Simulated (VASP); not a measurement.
# SrBr2 (P4_2/mnm) in VASP: single point with LDA

Aim: the single point of SrBr2 with LDA.

Everything below comes from runs of VASP 6.6.1. Logs are shortened: lines on timing, memory, paths and dates and some standing lists are left out, and cuts for length are marked.

## (1) The cell of the first run

The structure is tetragonal, space group P4_2/mnm (No. 136). The conventional cell has a = 7.108 Å, b = 7.108 Å, c = 4.676 Å, α = 90.00°, β = 90.00°, γ = 90.00°. Sr (site symmetry mmm) has 6 Br at 3.05 to 3.06 Å within 4.0 Å. Within 4.0 Å of Br (site symmetry m2m) lie 3 Sr at 3.05 to 3.06 Å and 1 Br at 3.94 Å.

## (2) Single point, LDA

File INCAR:

```
ALGO = Normal
EDIFF = 1E-6
ENCUT = 500
GGA = CA
GGA_COMPAT = False
ISIF = 2
ISMEAR = 0
LASPH = True
LCHARG = False
LREAL = False
LWAVE = False
NBANDS = 33
NELM = 120
PREC = Accurate
SIGMA = 0.01
```

File KPOINTS:

```
k-points
0
Gamma
  3 3 4
```

File POSCAR:

```
SrBr2
1.0
    7.1081900000      0.0000000000      0.0000000000
    0.0000000000      7.1081900000      0.0000000000
    0.0000000000      0.0000000000      4.6756000000
Sr Br
2 4
Direct
    0.0000000000      0.0000000000      0.0000000000
    0.5000000000      0.5000000000      0.5000000000
    0.3038500000      0.3038500000      0.0000000000
    0.1961500000      0.8038500000      0.5000000000
    0.6961500000      0.6961500000      0.0000000000
    0.8038500000      0.1961500000      0.5000000000
```

Potentials or basis: VASP PAW LDA potentials, release 64 (Sr_sv, Br).

Command:

```
> cat potpaw_LDA.64/Sr_sv/POTCAR potpaw_LDA.64/Br/POTCAR > POTCAR
> mpirun -np 1 vasp_std > vasp.out
```

OUTCAR:

```text
EDIFF = 1E-6
   ENCUT = 500
   GGA = CA
   ISIF = 2
   ISMEAR = 0
   LASPH = True
   LREAL = False
   NELM = 120
   PREC = Accurate

 ion  position               nearest neighbor table
   1  0.000  0.000  0.000-   3 3.05   5 3.05   4 3.06   6 3.06   4 3.06   6 3.06
   2  0.500  0.500  0.500-   4 3.05   6 3.05   5 3.06   3 3.06   3 3.06   5 3.06
   3  0.304  0.304  0.000-   1 3.05   2 3.06   2 3.06
   4  0.196  0.804  0.500-   2 3.05   1 3.06   1 3.06
   5  0.696  0.696  0.000-   1 3.05   2 3.06   2 3.06
   6  0.804  0.196  0.500-   2 3.05   1 3.06   1 3.06

  LATTYP: Found a simple tetragonal cell.
 ALAT       =     7.1081900000
 C/A-ratio  =     0.6577764522

  Lattice vectors:

 A1 = (   7.1081900000,   0.0000000000,   0.0000000000)
 A2 = (   0.0000000000,   7.1081900000,   0.0000000000)
 A3 = (   0.0000000000,   0.0000000000,   4.6756000000)

Analysis of symmetry for initial positions (statically):
=====================================================================
 Subroutine PRICEL returns:
 Original cell was already a primitive cell.

 Routine SETGRP: Setting up the symmetry group for a
 simple tetragonal supercell.

 Subroutine GETGRP returns: Found 16 space group operations
 (whereof  8 operations were pure point group operations)
 out of a pool of 16 trial point group operations.

The static configuration has the point symmetry D_2h.
 The point group associated with its full space group is D_4h.

Analysis of symmetry for dynamics (positions and initial velocities):
=====================================================================
 Subroutine PRICEL returns:
 Original cell was already a primitive cell.

 Routine SETGRP: Setting up the symmetry group for a
 simple tetragonal supercell.

 Subroutine GETGRP returns: Found 16 space group operations
 (whereof  8 operations were pure point group operations)
 out of a pool of 16 trial point group operations.

The dynamic configuration has the point symmetry D_2h.
 The point group associated with its full space group is D_4h.

 Subroutine INISYM returns: Found 16 space group operations
 (whereof  8 operations are pure point group operations),
 and found     1 'primitive' translations

----------------------------------------------------------------------------------------

                                     Primitive cell

  volume of cell :     236.2411

  direct lattice vectors                    reciprocal lattice vectors
     7.108190000  0.000000000  0.000000000     0.140682790  0.000000000  0.000000000
     0.000000000  7.108190000  0.000000000     0.000000000  0.140682790  0.000000000
     0.000000000  0.000000000  4.675600000     0.000000000  0.000000000  0.213876294

  length of vectors
     7.108190000  7.108190000  4.675600000     0.140682790  0.140682790  0.213876294

  position of ions in fractional coordinates (direct lattice)
     0.000000000  0.000000000  0.000000000
     0.500000000  0.500000000  0.500000000
     0.303850000  0.303850000  0.000000000
     0.196150000  0.803850000  0.500000000
     0.696150000  0.696150000  0.000000000
     0.803850000  0.196150000  0.500000000

  ion indices of the primitive-cell ions
   primitive index   ion index
                 1           1
                 2           2
                 3           3
                 4           4
                 5           5
                 6           6

----------------------------------------------------------------------------------------

 KPOINTS: k-points

Automatic generation of k-mesh.
 Grid dimensions read from file:
 generate k-points for:    3    3    4

 Generating k-lattice:

  Cartesian coordinates                     Fractional coordinates (reciprocal lattice)
     0.046894263  0.000000000  0.000000000     0.333333333  0.000000000  0.000000000
     0.000000000  0.046894263  0.000000000     0.000000000  0.333333333  0.000000000
     0.000000000  0.000000000  0.053469073     0.000000000  0.000000000  0.250000000

  Length of vectors
     0.046894263  0.046894263  0.053469073

  Shift w.r.t. Gamma in fractional coordinates (k-lattice)
     0.000000000  0.000000000  0.000000000

 Subroutine IBZKPT returns following result:
 ===========================================

 Found      9 irreducible k-points:

 Following reciprocal coordinates:
            Coordinates               Weight
  0.000000  0.000000  0.000000      1.000000
  0.333333  0.000000  0.000000      4.000000
  0.333333  0.333333  0.000000      4.000000
  0.000000  0.000000  0.250000      2.000000
  0.333333  0.000000  0.250000      8.000000
  0.333333  0.333333  0.250000      8.000000
  0.000000  0.000000  0.500000      1.000000
  0.333333  0.000000  0.500000      4.000000
  0.333333  0.333333  0.500000      4.000000
   k-points           NKPTS =      9   k-points in BZ     NKDIM =      9   number of bands    NBANDS=     33
   number of dos      NEDOS =    301   number of ions     NIONS =      6
   total plane-waves  NPLWV = 104976
   dimension x,y,z NGX =    54 NGY =   54 NGZ =   36
   dimension x,y,z NGXF=   108 NGYF=  108 NGZF=   72
   ions per type =               2   4
   NGX,Y,Z   is equivalent  to a cutoff of  12.63, 12.63, 12.80 a.u.
   NGXF,Y,Z  is equivalent  to a cutoff of  25.26, 25.26, 25.60 a.u.
 SYSTEM =  unknown system
   PREC   = accura    normal or accurate (medium, high low for compatibility)
   ISTART =      0    job   : 0-new  1-cont  2-samecut
   ICHARG =      2    charge: 1-file 2-atom 10-const
   ISPIN  =      1    spin polarized calculation?
   LNONCOLLINEAR =      F non collinear calculations
   LSORBIT =      F    spin-orbit coupling
   LASPH  =      T    aspherical Exc in radial PAW
   ENCUT  =  500.0 eV  36.75 Ry    6.06 a.u.  12.96 12.96  8.52*2*pi/ulx,y,z
   NELM   =    120;   NELMIN=  2; NELMDL= -5     # of ELM steps
   EDIFF  = 0.1E-05   stopping-criterion for ELM
   LREAL  =      F    real-space projection
   EDIFFG = 0.1E-04   stopping-criterion for IOM
   NSW    =      0    number of steps for IOM
   IBRION =     -1    ionic relax: 0-MD 1-quasi-New 2-CG
   NFREE  =      0    steps in history (QN), initial steepest desc. (CG)
   ISIF   =      2    stress and relaxation
   ISYM   =      2    0-nonsym 1-usesym 2-fastsym
   POTIM  = 0.5000    time-step for ionic-motion
   TEBEG  =    0.0;   TEEND  =   0.0 temperature during run
   PSTRESS=    0.0 pullay stress
   NELECT =      48.0000    total number of electrons
   NUPDOWN=      -1.0000    fix difference up-down
   EMIN   =  10.00;   EMAX   =-10.00  energy-range for DOS
   EFERMI =   0.00;   METHOD = LEGACY
   ISMEAR =     0;   SIGMA  =   0.01  broadening in eV -4-tet -1-fermi 0-gaus
   EFERMI_NEDOS =   21; number of points for ismear=-14 and -15
   IALGO  =     38    algorithm
   IMIX   =      4    mixing-type and parameters
     AMIX     =   0.40;   BMIX     =  1.00
     AMIX_MAG =   1.60;   BMIX_MAG =  1.00
  volume/ion in A,a.u.               =      39.37       265.71
  Fermi-wavevector in a.u.,A,eV,Ry     =   0.962432  1.818733 12.602744  0.926276
  Thomas-Fermi vector in A             =   2.091891
   LORBIT       =      0    0 simple, 1 ext, 2 COOP (PROOUT), +10 PAW based schemes
   GGA     = CA    functional components
   LHFCALC =     F    Hartree Fock is set to
   AEXX    =    0.0000 exact exchange contribution
   IVDW    =     0    specifies the selected vdW correction
   LEPSILON=     F    determine dielectric tensor
   LRPA    =     F    only Hartree local field effects (RPA)
 non-spin polarized calculation
 Gauss-broadening in eV      SIGMA  =   0.01
  energy-cutoff  :      500.00
  volume of cell :      236.24
 maximum number of plane-waves:      6029
 NGX is ok and might be reduce to    54
   NGX = 25   NGY = 25   NGZ = 17

 number of electron      48.0000003 magnetization

 Free energy of the ion-electron system (eV)
  ---------------------------------------------------
  ext. energy  EPLUGINS =         0.00000000
  ---------------------------------------------------
  free energy    TOTEN  =       -24.77574113 eV

  energy without entropy =      -24.77574113  energy(sigma->0) =      -24.77574113

 E-fermi :  -1.2546     XC(G=0):  -7.8094

 val. band max:       -1.3201925757   @ k =   0.0000   0.0000   0.0000
 cond. band min:       2.7224370343   @ k =   0.0000   0.0000   0.0000
 fundamental gap:      4.0426296100
 Fermi energy:        -1.2546039030

 k-point     1 :       0.0000    0.0000    0.0000
  band No.  band energies     occupation
      1     -34.5532      2.00000
      2     -34.5521      2.00000
      3     -16.8271      2.00000
      4     -16.8271      2.00000
      5     -16.6860      2.00000
      6     -16.6860      2.00000
[... 25 lines left out ...]
     32       5.0967      0.00000
     33       5.0967      0.00000

 k-point     2 :       0.3333    0.0000    0.0000
  band No.  band energies     occupation
      1     -34.5529      2.00000
      2     -34.5524      2.00000
      3     -16.7977      2.00000
      4     -16.7960      2.00000
      5     -16.7225      2.00000
      6     -16.7206      2.00000
[... 25 lines left out ...]
     32       5.4313      0.00000
     33       5.4688      0.00000

 k-point     3 :       0.3333    0.3333    0.0000
  band No.  band energies     occupation
      1     -34.5528      2.00000
      2     -34.5525      2.00000
      3     -16.8293      2.00000
      4     -16.7987      2.00000
      5     -16.7202      2.00000
      6     -16.6849      2.00000
[... 25 lines left out ...]
     32       5.1370      0.00000
     33       5.5822      0.00000

 k-point     4 :       0.0000    0.0000    0.2500
  band No.  band energies     occupation
      1     -34.5519      2.00000
      2     -34.5512      2.00000
      3     -16.7842      2.00000
      4     -16.7842      2.00000
      5     -16.7592      2.00000
      6     -16.7562      2.00000
[... 133 lines left out ...]
     32       5.5504      0.00000
     33       6.1956      0.00000

 k-point     8 :       0.3333    0.0000    0.5000
  band No.  band energies     occupation
      1     -34.5505      2.00000
      2     -34.5505      2.00000
      3     -16.8751      2.00000
      4     -16.8751      2.00000
      5     -16.7051      2.00000
      6     -16.7051      2.00000
[... 25 lines left out ...]
     32       5.5435      0.00000
     33       5.9862      0.00000

 k-point     9 :       0.3333    0.3333    0.5000
  band No.  band energies     occupation
      1     -34.5505      2.00000
      2     -34.5505      2.00000
      3     -16.8749      2.00000
      4     -16.8467      2.00000
      5     -16.7381      2.00000
      6     -16.7053      2.00000
[... 25 lines left out ...]
     32       5.3597      0.00000
     33       5.5859      0.00000

------------------------ aborting loop because EDIFF is reached ----------------------------------------

  FORCE on cell =-STRESS in cart. coord.  units (eV):
  Direction    XX          YY          ZZ          XY          YZ          ZX
  --------------------------------------------------------------------------------------
  -------------------------------------------------------------------------------------
  Total       -2.6880769     -2.6880769     -3.1206173      0.0000000      0.0000000      0.0000000
  in kB      -18.2304277    -18.2304277    -21.1638993      0.0000000      0.0000000      0.0000000
  external PRESSURE =     -19.2082516 kB  Pullay stress =       0.0000000 kB

 VOLUME and BASIS-vectors are now :
 -----------------------------------------------------------------------------
  energy-cutoff  :      500.00
  volume of cell :      236.24
      direct lattice vectors                 reciprocal lattice vectors
     7.108190000  0.000000000  0.000000000     0.140682790  0.000000000  0.000000000
     0.000000000  7.108190000  0.000000000     0.000000000  0.140682790  0.000000000
     0.000000000  0.000000000  4.675600000     0.000000000  0.000000000  0.213876294

 POSITION                                       TOTAL-FORCE (eV/Angst)
 -----------------------------------------------------------------------------------
      0.00000      0.00000      0.00000         0.000000      0.000000      0.000000
      3.55409      3.55409      2.33780         0.000000      0.000000      0.000000
      2.15982      2.15982      0.00000         0.044246      0.044246     -0.000000
      1.39427      5.71392      2.33780        -0.044246      0.044246      0.000000
      4.94837      4.94837      0.00000        -0.044246     -0.044246      0.000000
      5.71392      1.39427      2.33780         0.044246     -0.044246      0.000000
 -----------------------------------------------------------------------------------
    total drift:                                0.000000      0.000000     -0.000000

  FREE ENERGIE OF THE ION-ELECTRON SYSTEM (eV)
  ---------------------------------------------------
  free  energy   TOTEN  =       -24.7757411282 eV

  energy  without entropy=      -24.7757411282  energy(sigma->0) =      -24.77574113
```

Run time: 88 s. Hardware: 1 thread of AMD EPYC 7R43 (Zen 3), shared host; peak memory 0.23 GiB.

Results:

* Free energy: -24.7757 eV
* Pressure: -1.9 GPa
* Largest force: 0.063 eV/Å
* Band gap on the k mesh: 4.04 eV

Forces in eV/Å, atoms in the order of the input:
```
Sr   0.000  0.000  0.000
Sr   0.000  0.000  0.000
Br   0.044  0.044  0.000
Br  -0.044  0.044  0.000
Br  -0.044 -0.044  0.000
Br   0.044 -0.044  0.000
```
